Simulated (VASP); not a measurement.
# Si (a cell with a defect) in VASP: a series of runs, part 2 of 2

VASP 6.6.1.

**4. Single point, PBEsol**

INCAR reads:

```
SYSTEM = Si
PREC     = Accurate       ! precision mode
ENCUT    = 520            ! plane-wave cutoff, eV
EDIFF    = 1E-6           ! SCF threshold, eV
ISMEAR   = -1             ! smearing method
SIGMA    = 0.02           ! smearing width, eV
LREAL    = Auto         
LASPH    = .True.         ! aspherical terms in the spheres
NELM     = 80             ! most SCF steps
ALGO     = Normal         ! electronic algorithm
ISIF     = 2              ! what is computed and relaxed
LWAVE    = .False.        ! write WAVECAR
LCHARG   = .False.        ! write CHGCAR
GGA      = PS             ! functional
NBANDS   = 48             ! bands
```

KPOINTS reads:

```
regular mesh
0
Gamma
  2 2 2
  0 0 0
```

POSCAR reads:

```
Si
1.0
    0.0000000000      5.4300000000      5.4300000000
    5.4300000000      0.0000000000      5.4300000000
    5.4300000000      5.4300000000      0.0000000000
Si
17
Direct
   -0.0560220994     -0.0100920810      0.1001289134
    0.0919337017      0.1067403315      0.1920441989
   -0.0283149171     -0.0122007366      0.5721270718
    0.0478360958      0.1289963168      0.7207090239
   -0.0588858195      0.4941344383      0.1122928177
    0.0444014733      0.6143093923      0.2425598527
   -0.0976519337      0.5039871087      0.6222007366
    0.0420994475      0.6178268877      0.7419152855
    0.4692173112     -0.0203959484      0.0559208103
    0.5569152855      0.1099355433      0.1905616943
    0.4389594843     -0.0010957643      0.5918692449
    0.5904419890      0.1109944751      0.6948434622
    0.4573020258      0.4861049724      0.0807090239
    0.5798250460      0.5886279926      0.2049815838
    0.4335174954      0.4950644567      0.5795395948
    0.5304235727      0.6397790055      0.7032965009
    0.2672191529      0.3855432781      0.4859484346
```

Command:

```console
> cat potpaw_PBE.64/Si/POTCAR > POTCAR
> mpirun -np 1 vasp_std > vasp.out
```

Wall time 4.4 min (1 thread of AMD EPYC 7R13, shared host); peak memory 0.47 GiB.

The run converged. Its results:

- Free energy: -92.6929 eV
- Pressure: 3.7 GPa
- Largest force: 2.527 eV/Å
- Band gap on the k mesh: zero (bands 34 and 35 overlap by 0.19 eV)

Forces in eV/Å, atoms in the order of the input:
```
Si  -0.515 -1.392 -1.068
Si   1.230  0.528  0.807
Si  -0.067 -0.472 -0.328
Si  -0.075  0.874 -0.317
Si  -1.679 -0.098 -0.936
Si   0.251  0.558  1.602
Si   0.520 -0.691 -0.724
Si   0.093  0.199  0.731
Si  -0.523  0.115 -1.620
Si   1.288  1.952  0.958
Si  -0.516 -1.472  0.326
Si  -0.036 -0.100  0.889
Si  -0.791 -1.574 -1.687
Si   1.784  0.255  1.477
Si   0.106  0.395 -0.134
Si   0.240  0.900 -0.463
Si  -1.310  0.023  0.488
```

Stress tensor (GPa, compression positive):
```
3.14 2.73 2.85
2.73 4.01 2.60
2.85 2.60 3.85
```

Levels at points of the mesh, in eV from the Fermi level:
```
           k point  band 30  band 31  band 32  band 33  band 34  band 35  band 36  band 37  band 38  band 39
(0.00, 0.00, 0.00)    -1.33    -0.95    -0.60    -0.42    -0.29    -0.11    -0.03     0.04     0.18     0.35
(0.50, 0.00, 0.00)    -1.45    -1.31    -1.14    -0.99    -0.37     0.46     0.56     0.68     0.90     1.31
(0.00, 0.50, 0.00)    -1.44    -1.38    -1.07    -0.99    -0.22     0.21     0.56     0.83     1.08     1.17
(0.00, 0.00, 0.50)    -1.53    -1.52    -1.09    -0.88    -0.10     0.40     0.53     0.78     1.09     1.25
(0.50, 0.50, 0.50)    -1.43    -1.21    -1.02    -0.77    -0.24     0.34     0.75     1.01     1.09     1.32
(0.50, 0.50, 0.00)    -1.90    -1.74    -1.48    -0.74     0.01     0.67     0.97     1.14     1.41     1.85
(0.00, 0.50, 0.50)    -1.86    -1.76    -1.63    -0.70    -0.02     0.76     1.09     1.14     1.26     1.90
(0.50, 0.00, 0.50)    -1.86    -1.81    -1.52    -0.90     0.08     0.67     1.03     1.14     1.28     1.96
```

Caveat: the k points lie up to 0.50 Å⁻¹ apart; the PAW data sets were made with another functional, which shifts forces and pressure a little.

**5. Single point, PBEsol**

INCAR reads:

```
SYSTEM = Si
ALGO = Normal
EDIFF = 1E-6
ENCUT = 520
GGA = PS
ISIF = 2
ISMEAR = -1
LASPH = .True.
LCHARG = .False.
LREAL = Auto
LWAVE = .False.
NBANDS = 48
NELM = 100
PREC = Accurate
SIGMA = 0.02
```

KPOINTS reads:

```
k-points
0
Gamma
  2 2 2
  0 0 0
```

POSCAR reads:

```
Si
1.0
    0.0000000000      5.4300000000      5.4300000000
    5.4300000000      0.0000000000      5.4300000000
    5.4300000000      5.4300000000      0.0000000000
Si
17
Direct
   -0.0856077348     -0.0416298343      0.1170994475
    0.0442541436      0.1056906077      0.2159300184
   -0.0624125230     -0.0229465930      0.5952117864
    0.0333425414      0.1186095764      0.7370626151
   -0.0677071823      0.4980755064      0.1079097606
    0.0705524862      0.5924493554      0.2352117864
   -0.0589594843      0.4761049724      0.6254972376
    0.0761786372      0.6245211786      0.7227163904
    0.3986740331     -0.0151197053      0.0873112339
    0.5112338858      0.1172928177      0.2052486188
    0.4121454880      0.0234898711      0.5750000000
    0.5614456722      0.1046869245      0.7238581952
    0.4567034991      0.4994475138      0.0540331492
    0.5890423573      0.6222651934      0.1919705341
    0.4939502762      0.4821270718      0.5796961326
    0.5849263352      0.6524953959      0.6824033149
    0.3514180479      0.4007366483      0.4355064457
```

Command:

```console
> cat potpaw_PBE.64/Si/POTCAR > POTCAR
> mpirun -np 1 vasp_std > vasp.out
```

It took 4.2 min on 1 thread of AMD EPYC 7R13, shared host; peak memory 0.46 GiB.

Results (log left out):

```
Free energy            : -92.5462 eV
Pressure               : 3.1 GPa
Largest force          : 2.722 eV/Å
Band gap on the k mesh : zero (bands 34 and 35 overlap by 0.20 eV)
```

Forces on the atoms (eV/Å):
```
Si   0.581 -1.173  0.123
Si   1.408 -1.025 -0.820
Si   0.923 -0.787  0.933
Si  -0.906  0.726 -0.884
Si  -2.481  0.934  0.618
Si   0.500  0.581  0.394
Si  -0.168 -0.364  1.390
Si  -0.876  1.476 -0.651
Si  -0.809  0.811  0.455
Si  -0.152  1.140  1.690
Si   0.195  0.255 -0.491
Si  -0.568 -0.124  0.434
Si   0.115  0.087 -0.648
Si   0.945 -1.446 -1.080
Si   0.582 -0.475 -0.667
Si   0.443 -0.076 -0.160
Si   0.268 -0.539 -0.635
```

Stress tensor (GPa, compression positive):
```
 2.87 -0.93  1.26
-0.93  3.34  0.39
 1.26  0.39  3.04
```

Levels at points of the mesh, in eV from the Fermi level:
| k point | band 30 | band 31 | band 32 | band 33 | band 34 | band 35 | band 36 | band 37 | band 38 | band 39 |
| --- | --- | --- | --- | --- | --- | --- | --- | --- | --- | --- |
| (0.00, 0.00, 0.00) | -1.29 | -0.74 | -0.60 | -0.55 | -0.44 | -0.14 | -0.01 | 0.13 | 0.19 | 0.35 |
| (0.50, 0.00, 0.00) | -1.45 | -1.27 | -1.10 | -1.03 | -0.08 | 0.30 | 0.39 | 0.84 | 1.06 | 1.13 |
| (0.00, 0.50, 0.00) | -1.45 | -1.24 | -1.15 | -0.98 | -0.22 | 0.33 | 0.45 | 0.88 | 1.00 | 1.21 |
| (0.00, 0.00, 0.50) | -1.47 | -1.22 | -1.07 | -0.91 | -0.17 | 0.30 | 0.59 | 0.82 | 0.97 | 1.11 |
| (0.50, 0.50, 0.50) | -1.43 | -1.23 | -0.99 | -0.90 | -0.27 | 0.34 | 0.60 | 0.92 | 1.04 | 1.29 |
| (0.50, 0.50, 0.00) | -1.87 | -1.70 | -1.40 | -0.78 | 0.06 | 0.73 | 0.93 | 1.11 | 1.34 | 1.78 |
| (0.00, 0.50, 0.50) | -1.78 | -1.71 | -1.63 | -0.74 | -0.02 | 0.68 | 1.01 | 1.33 | 1.46 | 1.84 |
| (0.50, 0.00, 0.50) | -1.89 | -1.69 | -1.54 | -0.80 | -0.01 | 0.67 | 1.04 | 1.12 | 1.38 | 1.87 |

Caveat: the k points lie up to 0.50 Å⁻¹ apart; the atoms stand as in a frame of molecular dynamics; the PAW data sets were made with another functional, which shifts forces and pressure a little.

**6. Single point, PBEsol**

INCAR reads:

```
SYSTEM = Si
PREC     = Accurate       ! precision mode
ENCUT    = 520            ! plane-wave cutoff, eV
EDIFF    = 1E-7           ! SCF threshold, eV
ISMEAR   = -1             ! smearing method
SIGMA    = 0.02           ! smearing width, eV
LREAL    = Auto         
LASPH    = .True.         ! aspherical terms in the spheres
NELM     = 80             ! most SCF steps
ALGO     = Normal         ! electronic algorithm
ISIF     = 2              ! what is computed and relaxed
LWAVE    = .False.        ! write WAVECAR
LCHARG   = .True.         ! write CHGCAR
GGA      = PS             ! functional
LELF     = .True.         ! ELF
LVHAR    = .True.       
NBANDS   = 48             ! bands
```

KPOINTS reads:

```
Automatic mesh
0
Gamma
  2 2 2
  0 0 0
```

POSCAR reads:

```
Si
1.0
    0.0000000000      5.4300000000      5.4300000000
    5.4300000000      0.0000000000      5.4300000000
    5.4300000000      5.4300000000      0.0000000000
Si
17
Direct
   -0.0755893186     -0.0191804788      0.1015930018
    0.0537384899      0.1590791897      0.1708839779
   -0.0710957643      0.0086279926      0.5546500921
    0.0599539595      0.0839686924      0.7389410681
   -0.0761694291      0.5588766114      0.0734069982
    0.1076151013      0.6285174954      0.1968784530
   -0.0557274401      0.4753775322      0.5907366483
    0.0196777164      0.6719981584      0.6971915285
    0.4120718232     -0.0007458564      0.0848895028
    0.5740791897      0.1163812155      0.1994383057
    0.4638581952     -0.0424217311      0.5874861878
    0.5621454880      0.1058287293      0.7209300184
    0.4938029466      0.4753499079      0.1054788214
    0.5404880295      0.6437108656      0.2445395948
    0.4167955801      0.4776427256      0.6144198895
    0.5792081031      0.5753222836      0.7279926335
    0.3043278085      0.3199815838      0.4821915285
```

Potentials or basis: VASP PAW PBE potentials, release 64 (Si).

Command:

```console
> cat potpaw_PBE.64/Si/POTCAR > POTCAR
> mpirun -np 1 vasp_std > vasp.out
```

OUTCAR:

```text
SYSTEM = Si
   PREC = Accurate
   ENCUT = 520
   EDIFF = 1E-7
   ISMEAR = -1
   LREAL = Auto
   LASPH = .True.
   NELM = 80
   ISIF = 2
   GGA = PS

 ion  position               nearest neighbor table
   1  0.924  0.981  0.102-  10 2.20   6 2.25   4 2.28   2 2.40
   2  0.054  0.159  0.171-   9 2.27   1 2.40   3 2.41   5 2.52
   3  0.929  0.009  0.555-   8 2.12  12 2.32   2 2.41   4 2.49
   4  0.060  0.084  0.739-   1 2.28   7 2.46   3 2.49  11 2.53  17 2.61
   5  0.924  0.559  0.073-   8 2.38   6 2.40  14 2.43   2 2.52
   6  0.108  0.629  0.197-   1 2.25   5 2.40  13 2.43   7 2.50  17 2.69
   7  0.944  0.475  0.591-  17 2.27  16 2.29   8 2.42   4 2.46   6 2.50
   8  0.020  0.672  0.697-   3 2.12   5 2.38   7 2.42  15 2.53  17 3.12
   9  0.412  0.999  0.085-  14 2.26   2 2.27  12 2.29  10 2.48
  10  0.574  0.116  0.199-   1 2.20  13 2.29  11 2.44   9 2.48  17 2.67
  11  0.464  0.958  0.587-  17 2.29  12 2.39  16 2.40  10 2.44   4 2.53
  12  0.562  0.106  0.721-   9 2.29   3 2.32  15 2.34  11 2.39  17 2.71
  13  0.494  0.475  0.105-  14 2.27  10 2.29  16 2.41   6 2.43  17 2.45
  14  0.540  0.644  0.245-   9 2.26  13 2.27  15 2.34   5 2.43  17 3.08
[... 210 lines left out ...]
      1      -6.3708      2.00000
      2      -3.9348      2.00000
      3      -3.7868      2.00000
      4      -3.7000      2.00000
      5      -3.5660      2.00000
      6      -2.6678      2.00000
[... 381 lines left out ...]
     45      10.0940      0.00000
     46      10.2040      0.00000
 [bands above 46 left out]

------------------------ aborting loop because EDIFF is reached ----------------------------------------

  FORCE on cell =-STRESS in cart. coord.  units (eV):
  Direction    XX          YY          ZZ          XY          YZ          ZX
  --------------------------------------------------------------------------------------
  -------------------------------------------------------------------------------------
  Total        7.5686498      5.8128798      6.8989351     -6.3550580     -3.2830295      1.1418842
  in kB       37.8703668     29.0852261     34.5193937    -31.7980595    -16.4269100      5.7135120
  external PRESSURE =      33.8249955 kB  Pullay stress =       0.0000000 kB

 VOLUME and BASIS-vectors are now :
 -----------------------------------------------------------------------------
  energy-cutoff  :      520.00
  volume of cell :      320.21
      direct lattice vectors                 reciprocal lattice vectors
     0.000000000  5.430000000  5.430000000    -0.092081031  0.092081031  0.092081031
     5.430000000  0.000000000  5.430000000     0.092081031 -0.092081031  0.092081031
     5.430000000  5.430000000  0.000000000     0.092081031  0.092081031 -0.092081031

 POSITION                                       TOTAL-FORCE (eV/Angst)
 -----------------------------------------------------------------------------------
      5.87750      5.57120     10.34540         0.164293      0.938261      1.557981
      1.79170      1.21970      1.15560         1.299425     -0.800025     -0.555501
      3.05860      8.05570      5.09080         1.621785     -0.871934      2.397831
      4.46840      4.33800      0.78150        -1.101650     -0.957070      0.294469
      3.43330      5.41500      8.05110        -0.537684      0.406174     -0.621888
      4.48190      1.65340      3.99720        -0.606690      0.247749     -1.127037
[... 9 lines left out ...]
      7.07700      7.09810      6.26910         0.559613     -0.199798     -0.231384
      4.35580      4.27080      3.39000         0.284196      0.149532      0.681105
 -----------------------------------------------------------------------------------
    total drift:                               -0.000156      0.003236      0.000702

  FREE ENERGIE OF THE ION-ELECTRON SYSTEM (eV)
  ---------------------------------------------------
  free  energy   TOTEN  =       -92.1619235645 eV

  energy  without entropy=      -92.1512569021  energy(sigma->0) =      -92.15659023
```

OSZICAR:

```text
N       E                     dE             d eps       ncg     rms          rms(c)
DAV:   1     0.155306221449E+03    0.15531E+03   -0.25953E+04   768   0.117E+03
DAV:   2    -0.801364856987E+02   -0.23544E+03   -0.22477E+03   952   0.171E+02
DAV:   3    -0.939037662050E+02   -0.13767E+02   -0.13406E+02   984   0.366E+01
DAV:   4    -0.941918186931E+02   -0.28805E+00   -0.28626E+00   960   0.649E+00
DAV:   5    -0.941984515185E+02   -0.66328E-02   -0.66290E-02   952   0.950E-01    0.148E+01
DAV:   6    -0.926914405986E+02    0.15070E+01   -0.12859E+00   896   0.356E+00    0.879E+00
DAV:   7    -0.921649582289E+02    0.52648E+00   -0.15493E+00   952   0.361E+00    0.112E+00
DAV:   8    -0.921625664674E+02    0.23918E-02   -0.11722E-01   896   0.127E+00    0.633E-01
DAV:   9    -0.921618835031E+02    0.68296E-03   -0.92600E-03   960   0.326E-01    0.287E-01
DAV:  10    -0.921618556711E+02    0.27832E-04   -0.12311E-03   904   0.113E-01    0.109E-01
DAV:  11    -0.921619182065E+02   -0.62535E-04   -0.14530E-04   952   0.450E-02    0.385E-02
DAV:  12    -0.921619221877E+02   -0.39812E-05   -0.20912E-05   920   0.164E-02    0.138E-02
DAV:  13    -0.921619235653E+02   -0.13775E-05   -0.37966E-06   904   0.697E-03    0.321E-03
DAV:  14    -0.921619235645E+02    0.79490E-09   -0.21793E-07   696   0.180E-03
   1 F= -.92161924E+02 E0= -.92156590E+02  d E =-.106667E-01
```

stdout:

```text
POSCAR found type information on POSCAR Si
 POSCAR found :  1 types and      17 ions
 scaLAPACK will be used
 -----------------------------------------------------------------------------
|                                                                             |
|                                                                             |
|     You enforced a specific xc type in the INCAR file but a different       |
|     I HOPE YOU KNOW WHAT YOU ARE DOING!                                     |
|                                                                             |
 -----------------------------------------------------------------------------

 LDA part: xc-table for (Slater+PW92), standard interpolation
 POSCAR, INCAR and KPOINTS ok, starting setup
 FFT: planning ... GRIDC
 FFT: planning ... GRID_SOFT
 FFT: planning ... GRID
 WAVECAR not read
 entering main loop
```

It took 4.1 min on 1 thread of AMD EPYC 7R13, shared host; peak memory 0.47 GiB.

What came out:

* Free energy: -92.1619 eV
* Pressure: 3.4 GPa
* Largest force: 3.622 eV/Å
* Band gap on the k mesh: zero (bands 34 and 35 overlap by 0.24 eV)

Forces on the atoms (eV/Å):
```
Si   0.164  0.938  1.558
Si   1.299 -0.800 -0.556
Si   1.622 -0.872  2.398
Si  -1.102 -0.957  0.294
Si  -0.538  0.406 -0.622
Si  -0.607  0.248 -1.127
Si   0.464 -0.376  0.294
Si  -1.946  2.456 -1.815
Si   0.609  0.753  1.053
Si   0.045 -0.759 -1.969
Si  -0.334  0.127 -0.688
Si  -0.539 -0.070  0.176
Si  -0.323 -1.635  0.040
Si  -0.512  1.296  0.581
Si   0.853 -0.705 -0.066
Si   0.560 -0.200 -0.231
Si   0.284  0.150  0.681
```

Caveat: the k points lie up to 0.50 Å⁻¹ apart; the atoms stand as in a frame of molecular dynamics; the PAW data sets were made with another functional, which shifts forces and pressure a little.

**7. Single point, PBEsol**

INCAR reads:

```
SYSTEM = Si
PREC = Accurate ; ENCUT = 520
EDIFF = 1E-6 ; ISMEAR = -1
SIGMA = 0.02 ; LREAL = Auto
LASPH = .True. ; NELM = 100
ALGO = Normal ; ISIF = 2
LWAVE = .False. ; LCHARG = .True.
GGA = PS ; LELF = .True.
LVHAR = .True. ; NBANDS = 48
```

KPOINTS reads:

```
regular mesh
0
Gamma
  2 2 2
  0 0 0
```

POSCAR reads:

```
Si
1.0
    0.0000000000      5.4300000000      5.4300000000
    5.4300000000      0.0000000000      5.4300000000
    5.4300000000      5.4300000000      0.0000000000
Si
17
Direct
   -0.0535727440     -0.0060773481      0.1078637201
    0.0753130755      0.1114640884      0.2239871087
   -0.0393922652     -0.0130202578      0.5922283610
    0.0782412523      0.1001749540      0.7359760589
   -0.0416206262      0.4829834254      0.0685267035
    0.0109576427      0.6027624309      0.2502946593
   -0.0907458564      0.4684806630      0.6514640884
    0.0841896869      0.6310036832      0.7029189687
    0.4507642726     -0.0406169429      0.1020165746
    0.5817863720      0.1024309392      0.2124125230
    0.4364088398      0.0310128913      0.5719521179
    0.5754419890      0.1104696133      0.7183701657
    0.3986924494      0.5061141805      0.0559668508
    0.5614640884      0.5994751381      0.1873388582
    0.4673480663      0.4777900552      0.5751749540
    0.5378360958      0.6537661142      0.7046869245
    0.2760957643      0.4200736648      0.4304604052
```

Command:

```console
> cat potpaw_PBE.64/Si/POTCAR > POTCAR
> mpirun -np 1 vasp_std > vasp.out
```

It took 4 min on 1 thread of AMD EPYC 7R13, shared host; peak memory 0.47 GiB.

The run converged. Its results:

| Property | Result |
| --- | --- |
| Free energy | -92.7859 eV |
| Pressure | 2.7 GPa |
| Largest force | 1.728 eV/Å |
| Band gap on the k mesh | zero (bands 34 and 35 overlap by 0.23 eV) |

Forces on the atoms (eV/Å):
```
Si  -1.134  0.155 -1.098
Si  -0.169  0.339  0.665
Si   1.265 -0.846 -0.006
Si   0.143 -0.344 -0.773
Si   0.393 -0.617 -0.926
Si   1.061 -0.119  0.999
Si   0.593 -0.547  0.632
Si  -1.166  0.549 -0.910
Si   0.435 -0.458  1.068
Si  -0.123 -1.712  0.201
Si  -0.375  0.869 -0.298
Si   0.051  1.054 -0.090
Si   0.043  1.360 -1.029
Si  -0.627  0.895  0.218
Si   0.476 -0.479  0.501
Si  -1.021 -0.502  0.638
Si   0.155  0.405  0.209
```

Stress tensor (GPa, compression positive):
```
 2.86  0.65  0.04
 0.65  2.95 -1.05
 0.04 -1.05  2.38
```

Levels at points of the mesh, in eV from the Fermi level:
| k point | band 31 | band 32 | band 33 | band 34 | band 35 | band 36 | band 37 | band 38 |
| --- | --- | --- | --- | --- | --- | --- | --- | --- |
| (0.00, 0.00, 0.00) | -0.86 | -0.76 | -0.68 | -0.40 | -0.17 | 0.00 | 0.03 | 0.18 |
| (0.50, 0.00, 0.00) | -1.38 | -1.15 | -0.94 | -0.22 | 0.09 | 0.50 | 0.87 | 1.02 |
| (0.00, 0.50, 0.00) | -1.35 | -1.25 | -1.21 | -0.20 | 0.29 | 0.52 | 0.79 | 0.89 |
| (0.00, 0.00, 0.50) | -1.28 | -1.17 | -1.03 | -0.14 | 0.32 | 0.64 | 0.82 | 0.86 |
| (0.50, 0.50, 0.50) | -1.40 | -1.07 | -0.95 | -0.02 | 0.15 | 0.54 | 0.66 | 1.04 |
| (0.50, 0.50, 0.00) | -1.71 | -1.58 | -0.85 | -0.02 | 0.51 | 1.09 | 1.29 | 1.31 |
| (0.00, 0.50, 0.50) | -1.78 | -1.59 | -0.80 | -0.03 | 0.63 | 1.03 | 1.17 | 1.33 |
| (0.50, 0.00, 0.50) | -1.78 | -1.61 | -0.84 | 0.06 | 0.57 | 1.02 | 1.27 | 1.32 |

Caveat: the k points lie up to 0.50 Å⁻¹ apart; the atoms stand as in a frame of molecular dynamics; the PAW data sets were made with another functional, which shifts forces and pressure a little.

**8. Overview**

| cell | gap on the mesh (eV) | pressure (GPa) | largest force (eV/Å) |
| --- | --- | --- | --- |
| as given, atomic positions A | none | 4.3 | 2.44 |
| as given, atomic positions B | none | 3.2 | 2.35 |
| as given, atomic positions C | none | 3.7 | 2.53 |
| as given, atomic positions D | none | 3.1 | 2.72 |
| as given, atomic positions E | none | 3.4 | 3.62 |
| as given, atomic positions F | none | 2.7 | 1.73 |

Alike in all rows: task single point; level PBEsol; potentials or basis VASP PAW PBE potentials, release 64 (Si); no spin polarisation; k mesh 2 × 2 × 2; cutoff (eV) 520; smearing fermi-dirac 0.02 eV.

Caveats: all runs use coarse meshes; the PAW data sets were made with another functional, which shifts forces and pressure a little; the atoms stand as in a frame of molecular dynamics (at least some runs).

Absolute energies hang on the potentials; compare differences alone.
